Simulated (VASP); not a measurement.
# Al: single point with PBE

Crystal: Al.

```
CELL_PARAMETERS angstrom
0.00000 2.04485 2.04485
2.04485 0.00000 2.04485
2.04485 2.04485 0.00000
ATOMIC_POSITIONS crystal
Al 0.00000 0.00000 0.00000
```

- Program: VASP 6.6.1
- Task: single point
- Functional: PBE
- Potentials or basis: VASP PAW PBE potentials, release 64 (Al)
- Cutoff: 520 eV
- k mesh: 11 × 11 × 11
- Occupations: gaussian, width 0.1 eV
- Spin: no spin polarisation

```
Pressure : -2.6 GPa
```

Levels at points of the mesh, in eV from the Fermi level:
| k point | band 1 | band 2 | band 3 | band 4 | band 5 | band 6 |
| --- | --- | --- | --- | --- | --- | --- |
| (0.00, 0.00, 0.00) | -10.91 | 12.41 | 12.41 | 12.41 | 13.63 | 13.63 |

It took 5.9 s on 1 thread of AMD EPYC 7R13 Processor (Zen 3) (shared host), peak memory 0.1 GiB.
